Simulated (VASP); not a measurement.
# SnO2 in VASP: further runs

SnO2 is run at these levels: PBE; tasks: single point.

Program: VASP 6.6.1. These are calculated values, not measurements. Logs are shortened: lines on timing, memory, paths and dates and some standing lists are left out, and cuts for length are marked.

### 1 The cell of the first run

The typed cell holds 6 atoms: a = 4.964 Å, b = 4.964 Å, c = 3.063 Å, α = 90.00°, β = 90.00°, γ = 90.00°.

### 2 Single point, PBE

File INCAR:

```
PREC = Accurate
ENCUT = 520
EDIFF = 1E-6
ISMEAR = 0
SIGMA = 0.05
LREAL = F
LASPH = T
NELM = 60
ALGO = Normal
ISIF = 2
LWAVE = F
LCHARG = F
GGA = PE
NBANDS = 35
```

File KPOINTS:

```
regular mesh
0
Gamma
  6 6 8
```

File POSCAR:

```
SnO2
1.0
    4.9639256357      0.0000000000      0.0000000000
    0.0000000000      4.9639396849      0.0000000000
    0.0000000000      0.0000000000      3.0627421172
Sn O
2 4
Direct
    0.5000000000      0.5000000000      0.5000000000
    0.0000000000      0.0000000000      0.0000000000
    0.3212190046      0.3212768970      0.0000000000
    0.8212190046      0.1787231030      0.5000000000
    0.1787809954      0.8212768970      0.5000000000
    0.6787809954      0.6787231030      0.0000000000
```

Potentials or basis: VASP PAW PBE potentials, release 64 (Sn_d, O).

Command:

```sh
$ cat potpaw_PBE.64/Sn_d/POTCAR potpaw_PBE.64/O/POTCAR > POTCAR
$ mpirun -np 1 vasp_std > vasp.out
```

OUTCAR:

```text
PREC = Accurate
   ENCUT = 520
   EDIFF = 1E-6
   ISMEAR = 0
   LREAL = F
   LASPH = T
   NELM = 60
   ISIF = 2
   GGA = PE

 ion  position               nearest neighbor table
   1  0.500  0.500  0.500-   3 1.98   6 1.98   3 1.98   6 1.98   5 2.26   4 2.26
   2  0.000  0.000  0.000-   4 1.98   5 1.98   4 1.98   5 1.98   3 2.26   6 2.26
   3  0.321  0.321  0.000-   1 1.98   1 1.98   2 2.26
   4  0.821  0.179  0.500-   2 1.98   2 1.98   1 2.26
   5  0.179  0.821  0.500-   2 1.98   2 1.98   1 2.26
   6  0.679  0.679  0.000-   1 1.98   1 1.98   2 2.26

  LATTYP: Found a simple tetragonal cell.
 ALAT       =     4.9639256357
 C/A-ratio  =     0.6170000000

  Lattice vectors:

 A1 = (   4.9639256357,   0.0000000000,   0.0000000000)
 A2 = (   0.0000000000,   4.9639396849,   0.0000000000)
 A3 = (   0.0000000000,   0.0000000000,   3.0627421172)

Analysis of symmetry for initial positions (statically):
=====================================================================
 Subroutine PRICEL returns:
 Original cell was already a primitive cell.

 Routine SETGRP: Setting up the symmetry group for a
 simple tetragonal supercell.

 Subroutine GETGRP returns: Found  8 space group operations
 (whereof  4 operations were pure point group operations)
 out of a pool of 16 trial point group operations.

The static configuration has the point symmetry C_2h.
 The point group associated with its full space group is D_2h.

Analysis of symmetry for dynamics (positions and initial velocities):
=====================================================================
 Subroutine PRICEL returns:
 Original cell was already a primitive cell.

 Routine SETGRP: Setting up the symmetry group for a
 simple tetragonal supercell.

 Subroutine GETGRP returns: Found  8 space group operations
 (whereof  4 operations were pure point group operations)
 out of a pool of 16 trial point group operations.

The dynamic configuration has the point symmetry C_2h.
 The point group associated with its full space group is D_2h.

 Subroutine INISYM returns: Found  8 space group operations
 (whereof  4 operations are pure point group operations),
 and found     1 'primitive' translations

----------------------------------------------------------------------------------------

                                     Primitive cell

  volume of cell :      75.4679

  direct lattice vectors                    reciprocal lattice vectors
     4.963925636  0.000000000  0.000000000     0.201453461  0.000000000  0.000000000
     0.000000000  4.963939685  0.000000000     0.000000000  0.201452891  0.000000000
     0.000000000  0.000000000  3.062742117     0.000000000  0.000000000  0.326504799

  length of vectors
     4.963925636  4.963939685  3.062742117     0.201453461  0.201452891  0.326504799

  position of ions in fractional coordinates (direct lattice)
     0.500000000  0.500000000  0.500000000
     0.000000000  0.000000000  0.000000000
     0.321219005  0.321276897  0.000000000
     0.821219005  0.178723103  0.500000000
     0.178780995  0.821276897  0.500000000
     0.678780995  0.678723103  0.000000000

  ion indices of the primitive-cell ions
   primitive index   ion index
                 1           1
                 2           2
                 3           3
                 4           4
                 5           5
                 6           6

----------------------------------------------------------------------------------------

 KPOINTS: regular mesh

Automatic generation of k-mesh.
 Grid dimensions read from file:
 generate k-points for:    6    6    8

 Generating k-lattice:

  Cartesian coordinates                     Fractional coordinates (reciprocal lattice)
     0.033575577  0.000000000  0.000000000     0.166666667  0.000000000  0.000000000
     0.000000000  0.033575482  0.000000000     0.000000000  0.166666667  0.000000000
     0.000000000  0.000000000  0.040813100     0.000000000  0.000000000  0.125000000

  Length of vectors
     0.033575577  0.033575482  0.040813100

  Shift w.r.t. Gamma in fractional coordinates (k-lattice)
     0.000000000  0.000000000  0.000000000

 Subroutine IBZKPT returns following result:
 ===========================================

 Found     80 irreducible k-points:

 Following reciprocal coordinates:
            Coordinates               Weight
  0.000000  0.000000  0.000000      1.000000
  0.166667  0.000000  0.000000      2.000000
  0.000000  0.166667  0.000000      2.000000
  0.333333  0.000000  0.000000      2.000000
  0.000000  0.333333  0.000000      2.000000
  0.500000  0.000000  0.000000      1.000000
[... 16 lines left out ...]
  0.000000  0.500000  0.125000      2.000000
  0.166667  0.166667  0.125000      8.000000
 [... further k-points ...]
   k-points           NKPTS =     80   k-points in BZ     NKDIM =     80   number of bands    NBANDS=     35
   number of dos      NEDOS =    301   number of ions     NIONS =      6
[... 32 lines left out ...]
   EFERMI_NEDOS =   21; number of points for ismear=-14 and -15
   IALGO  =     38    algorithm
   IMIX   =      4    mixing-type and parameters
     AMIX     =   0.40;   BMIX     =  1.00
     AMIX_MAG =   1.60;   BMIX_MAG =  1.00
  volume/ion in A,a.u.               =      12.58        84.88
  Fermi-wavevector in a.u.,A,eV,Ry     =   1.445956  2.732461 28.446926  2.090790
  Thomas-Fermi vector in A             =   2.564080
   LORBIT       =      0    0 simple, 1 ext, 2 COOP (PROOUT), +10 PAW based schemes
   GGA     = PE    functional components
   LHFCALC =     F    Hartree Fock is set to
   AEXX    =    0.0000 exact exchange contribution
   IVDW    =     0    specifies the selected vdW correction
   LEPSILON=     F    determine dielectric tensor
   LRPA    =     F    only Hartree local field effects (RPA)
 non-spin polarized calculation
 Gauss-broadening in eV      SIGMA  =   0.05
  energy-cutoff  :      520.00
  volume of cell :       75.47
 maximum number of plane-waves:      2063
 NGX is ok and might be reduce to    40

 number of electron      52.0000011 magnetization

 Free energy of the ion-electron system (eV)
  ---------------------------------------------------
  ext. energy  EPLUGINS =         0.00000000
  ---------------------------------------------------
  free energy    TOTEN  =       -36.52416777 eV

  energy without entropy =      -36.52416777  energy(sigma->0) =      -36.52416777

 E-fermi :   5.6614     XC(G=0): -10.8822

 val. band max:        5.3578120445   @ k =   0.0000   0.0000   0.0000
 cond. band min:       6.9344555571   @ k =   0.0000   0.0000   0.0000
 fundamental gap:      1.5766435126
 Fermi energy:         5.6613741105

 k-point     1 :       0.0000    0.0000    0.0000
  band No.  band energies     occupation
      1     -15.7296      2.00000
      2     -15.3482      2.00000
      3     -14.5873      2.00000
      4     -14.5873      2.00000
      5     -14.5443      2.00000
      6     -14.4713      2.00000
[... 27 lines left out ...]
     34      17.0827      0.00000
     35      17.6423      0.00000

 k-point     2 :       0.1667    0.0000    0.0000
  band No.  band energies     occupation
      1     -15.7044      2.00000
      2     -15.3713      2.00000
      3     -14.5867      2.00000
      4     -14.5866      2.00000
      5     -14.5410      2.00000
      6     -14.4668      2.00000
[... 27 lines left out ...]
     34      17.1248      0.00000
     35      17.8439      0.00000

 k-point     3 :       0.0000    0.1667    0.0000
  band No.  band energies     occupation
      1     -15.7044      2.00000
      2     -15.3713      2.00000
      3     -14.5866      2.00000
      4     -14.5866      2.00000
      5     -14.5410      2.00000
      6     -14.4668      2.00000
[... 27 lines left out ...]
     34      17.1247      0.00000
     35      17.8443      0.00000
[... 723 lines left out ...]
 k-point    23 :       0.0000    0.5000    0.1250
  band No.  band energies     occupation
      1     -15.4134      2.00000
      2     -15.4134      2.00000
      3     -14.8290      2.00000
      4     -14.8290      2.00000
      5     -14.4704      2.00000
      6     -14.4704      2.00000
[... 27 lines left out ...]
     34      17.6188      0.00000
     35      18.7275      0.00000

 k-point    24 :       0.1667    0.1667    0.1250
  band No.  band energies     occupation
      1     -15.5664      2.00000
      2     -15.2519      2.00000
      3     -14.8272      2.00000
      4     -14.8200      2.00000
      5     -14.5053      2.00000
      6     -14.4566      2.00000
[... 27 lines left out ...]
     34      17.1477      0.00000
     35      18.1187      0.00000

 [... further k-points ...]

------------------------ aborting loop because EDIFF is reached ----------------------------------------

  FORCE on cell =-STRESS in cart. coord.  units (eV):
  Direction    XX          YY          ZZ          XY          YZ          ZX
  --------------------------------------------------------------------------------------
  -------------------------------------------------------------------------------------
  Total        2.8371101      2.8345363     13.8472426      0.0000000      0.0000000      0.0000000
  in kB       60.2316247     60.1769832    293.9758744      0.0000000      0.0000000      0.0000000
  external PRESSURE =     138.1281607 kB  Pullay stress =       0.0000000 kB

 VOLUME and BASIS-vectors are now :
 -----------------------------------------------------------------------------
  energy-cutoff  :      520.00
  volume of cell :       75.47
      direct lattice vectors                 reciprocal lattice vectors
     4.963925636  0.000000000  0.000000000     0.201453461  0.000000000  0.000000000
     0.000000000  4.963939685  0.000000000     0.000000000  0.201452891  0.000000000
     0.000000000  0.000000000  3.062742117     0.000000000  0.000000000  0.326504799

 POSITION                                       TOTAL-FORCE (eV/Angst)
 -----------------------------------------------------------------------------------
      2.48196      2.48197      1.53137         0.000000      0.000000      0.000000
      0.00000      0.00000      0.00000         0.000000      0.000000      0.000000
      1.59451      1.59480      0.00000        -1.796802     -1.796635      0.000000
      4.07647      0.88717      1.53137        -1.796802      1.796635      0.000000
      0.88746      4.07677      1.53137         1.796802     -1.796635      0.000000
      3.36942      3.36914      0.00000         1.796802      1.796635      0.000000
 -----------------------------------------------------------------------------------
    total drift:                                0.000000     -0.000000      0.000000

  FREE ENERGIE OF THE ION-ELECTRON SYSTEM (eV)
  ---------------------------------------------------
  free  energy   TOTEN  =       -36.5241677695 eV

  energy  without entropy=      -36.5241677695  energy(sigma->0) =      -36.52416777
```

Run time: 2.1 min. Hardware: 1 thread of AMD EPYC 9R45 (Zen 5), shared host; peak memory 0.26 GiB.

What came out:

```
Free energy            : -36.5242 eV
Pressure               : 13.8 GPa
Largest force          : 2.541 eV/Å
Band gap on the k mesh : 1.58 eV
```

Forces on the atoms (eV/Å):
```
Sn   0.000  0.000  0.000
Sn   0.000  0.000  0.000
O   -1.797 -1.797  0.000
O   -1.797  1.797  0.000
O    1.797 -1.797  0.000
O    1.797  1.797  0.000
```

Stress tensor (GPa, compression positive):
```
 6.02  0.00  0.00
 0.00  6.02  0.00
 0.00  0.00 29.40
```

Levels at points of the mesh, in eV from the valence-band top:
```
           k point  band 23  band 24  band 25  band 26  band 27  band 28  band 29  band 30
(0.00, 0.00, 0.00)    -0.85    -0.75    -0.75     0.00     1.58     6.21     6.94     6.94
(0.50, 0.00, 0.00)    -0.84    -0.84    -0.75    -0.75     4.31     4.31     7.43     7.43
(0.00, 0.50, 0.00)    -0.84    -0.84    -0.75    -0.75     4.31     4.31     7.43     7.43
(0.50, 0.50, 0.00)    -0.90    -0.90    -0.89    -0.89     4.60     4.60     7.56     7.56
(0.00, 0.00, 0.50)    -1.36    -1.36    -1.21    -1.21     6.39     6.39     9.16     9.16
(0.50, 0.00, 0.50)    -1.01    -1.01    -0.65    -0.65     6.59     6.59     7.29     7.29
(0.00, 0.50, 0.50)    -1.01    -1.01    -0.65    -0.65     6.59     6.59     7.29     7.29
(0.50, 0.50, 0.50)    -1.10    -1.10    -0.82    -0.82     5.44     5.44     8.06     8.06
```

Caveat: the stress differs along the axes, from 6 to 29 GPa; spin-orbit coupling is left out, which moves the levels of the heavy elements; forces of over 1 eV/Å act on the atoms, so gaps and moduli don't describe the material at rest.

### 3 Single point, PBE

This run uses another cell than the first one, of the same volume but with other edges.

File INCAR:

```
SYSTEM = SnO2
  PREC = Accurate
  ENCUT = 520
  EDIFF = 1E-6
  ISMEAR = 0
  SIGMA = 0.05
  LREAL = .FALSE.
  LASPH = .TRUE.
  NELM = 80
  ALGO = Normal
  ISIF = 2
  LWAVE = .FALSE.
  LCHARG = .FALSE.
  GGA = PE
  NBANDS = 35
```

File KPOINTS:

```
Automatic mesh
0
G
  6 6 8
  0 0 0
```

Changes to POSCAR since step 2:

```diff
@@ -2,5 +2,5 @@
 1.0
-    4.9639256357      0.0000000000      0.0000000000
-    0.0000000000      4.9639396849      0.0000000000
-    0.0000000000      0.0000000000      3.0627421172
+    4.9075720859      0.0000000000      0.0000000000
+    0.0000000000      4.9075859756      0.0000000000
+    0.0000000000      0.0000000000      3.1334847768
 Sn O
```

Potentials or basis: VASP PAW PBE potentials, release 64 (Sn_d, O).

Command:

```sh
$ cat potpaw_PBE.64/Sn_d/POTCAR potpaw_PBE.64/O/POTCAR > POTCAR
$ mpirun -np 1 vasp_std > vasp.out
```

Wall time 2.1 min (1 thread of AMD EPYC 9R45 (Zen 5), shared host); peak memory 0.26 GiB.

The run converged. Its results:

```yaml
Free_energy: -36.7285 eV
Pressure: 10.4 GPa
Largest_force: 2.418 eV/Å
Band_gap_on_the_k_mesh: 1.33 eV
```

Forces on the atoms (eV/Å):
```
Sn   0.000  0.000  0.000
Sn   0.000  0.000  0.000
O   -1.710 -1.710  0.000
O   -1.710  1.710  0.000
O    1.710 -1.710  0.000
O    1.710  1.710  0.000
```

Stress tensor (GPa, compression positive):
```
 5.46  0.00  0.00
 0.00  5.46  0.00
 0.00  0.00 20.22
```

Levels at points of the mesh, in eV from the valence-band top:
| k point | band 24 | band 25 | band 26 | band 27 | band 28 | band 29 |
| --- | --- | --- | --- | --- | --- | --- |
| (0.00, 0.00, 0.00) | -0.71 | -0.71 | 0.00 | 1.33 | 5.80 | 6.67 |
| (0.50, 0.00, 0.00) | -0.97 | -0.71 | -0.71 | 4.15 | 4.15 | 7.10 |
| (0.00, 0.50, 0.00) | -0.97 | -0.72 | -0.72 | 4.15 | 4.15 | 7.10 |
| (0.50, 0.50, 0.00) | -1.04 | -0.86 | -0.86 | 4.35 | 4.35 | 7.33 |
| (0.00, 0.00, 0.50) | -1.39 | -1.24 | -1.24 | 6.27 | 6.27 | 9.28 |
| (0.50, 0.00, 0.50) | -1.01 | -0.62 | -0.62 | 6.49 | 6.49 | 7.38 |
| (0.00, 0.50, 0.50) | -1.01 | -0.62 | -0.62 | 6.49 | 6.49 | 7.38 |
| (0.50, 0.50, 0.50) | -1.10 | -0.80 | -0.80 | 5.37 | 5.37 | 8.07 |

Caveat: the stress differs along the axes, from 5 to 20 GPa; spin-orbit coupling is left out, which moves the levels of the heavy elements; forces of over 1 eV/Å act on the atoms, so gaps and moduli don't describe the material at rest.

### 4 Single point, PBE

This run uses another cell than the first one, of the same volume but with other edges.

File INCAR:

```
ALGO = Normal
EDIFF = 1E-6
ENCUT = 520
GGA = PE
ISIF = 2
ISMEAR = 0
LASPH = T
LCHARG = F
LREAL = F
LWAVE = F
NBANDS = 35
NELM = 60
PREC = Accurate
SIGMA = 0.05
```

File KPOINTS:

```
k-points
0
Gamma
  6 6 8
```

File POSCAR:

```
SnO2
1.0
    4.7289933970      0.0000000000      0.0000000000
    0.0000000000      4.7290067813      0.0000000000
    0.0000000000      0.0000000000      3.3746096881
Sn O
2 4
Direct
    0.5000000000      0.5000000000      0.5000000000
    0.0000000000      0.0000000000      0.0000000000
    0.3285422861      0.3286001785      0.0000000000
    0.8285422861      0.1713998215      0.5000000000
    0.1714577139      0.8286001785      0.5000000000
    0.6714577139      0.6713998215      0.0000000000
```

Command:

```sh
$ cat potpaw_PBE.64/Sn_d/POTCAR potpaw_PBE.64/O/POTCAR > POTCAR
$ mpirun -np 1 vasp_std > vasp.out
```

It took 2.2 min on 1 thread of AMD EPYC 9R45 (Zen 5), shared host; peak memory 0.26 GiB.

It converged, with:

```
Free energy            : -36.2795 eV
Pressure               : 5.2 GPa
Largest force          : 3.439 eV/Å
Band gap on the k mesh : 0.59 eV
```

Forces on the atoms (eV/Å):
```
Sn   0.000  0.000  0.000
Sn   0.000  0.000  0.000
O   -2.432 -2.432  0.000
O   -2.432  2.432  0.000
O    2.432 -2.432  0.000
O    2.432  2.432  0.000
```

Stress tensor (GPa, compression positive):
```
7.17 0.00 0.00
0.00 7.16 0.00
0.00 0.00 1.19
```

Levels at points of the mesh, in eV from the valence-band top:
```csv
k point,band 23,band 24,band 25,band 26,band 27,band 28,band 29,band 30
"(0.00, 0.00, 0.00)",-1.26,-0.50,-0.50,0.00,0.59,4.29,5.89,5.89
"(0.50, 0.00, 0.00)",-1.23,-1.23,-0.64,-0.64,3.65,3.65,6.10,6.10
"(0.00, 0.50, 0.00)",-1.23,-1.23,-0.64,-0.64,3.65,3.65,6.10,6.10
"(0.50, 0.50, 0.00)",-1.13,-1.13,-0.65,-0.65,3.37,3.37,6.61,6.61
"(0.00, 0.00, 0.50)",-1.40,-1.40,-1.33,-1.33,6.01,6.01,9.36,9.36
"(0.50, 0.00, 0.50)",-0.91,-0.91,-0.28,-0.28,6.37,6.37,7.44,7.44
"(0.00, 0.50, 0.50)",-0.91,-0.91,-0.28,-0.28,6.37,6.37,7.44,7.44
"(0.50, 0.50, 0.50)",-1.15,-1.15,-0.64,-0.64,5.43,5.43,7.89,7.89
```

Caveat: the stress differs along the axes, from 1 to 7 GPa; semilocal functionals underestimate gaps, and a narrow one can read as zero; spin-orbit coupling is left out, which moves the levels of the heavy elements; forces of over 1 eV/Å act on the atoms, so gaps and moduli don't describe the material at rest.

### 5 Overview

| cell | gap on the mesh (eV) | pressure (GPa) | largest force (eV/Å) |
| --- | --- | --- | --- |
| a = 4.964, b = 4.964, c = 3.063 Å, 6 atoms, atomic positions A | 1.58 | 13.8 | 2.54 |
| a = 4.908, b = 4.908, c = 3.133 Å, 6 atoms, atomic positions A | 1.33 | 10.4 | 2.42 |
| a = 4.729, b = 4.729, c = 3.375 Å, 6 atoms, atomic positions B | 0.59 | 5.2 | 3.44 |

Alike in all rows: task single point; level PBE; potentials or basis VASP PAW PBE potentials, release 64 (Sn_d, O); no spin polarisation; k mesh 6 × 6 × 8; cutoff (eV) 520; smearing gaussian 0.05 eV.

Caveats: spin-orbit coupling is left out, which moves the levels of the heavy elements; forces of over 1 eV/Å act on the atoms, so gaps and moduli don't describe the material at rest; the stress differs along the axes, from 6 to 29 GPa (at least some runs); the stress differs along the axes, from 5 to 20 GPa (at least some runs); the stress differs along the axes, from 1 to 7 GPa (at least some runs); semilocal functionals underestimate gaps, and a narrow one can read as zero (at least some runs).

Absolute energies hang on the potentials; compare differences alone.
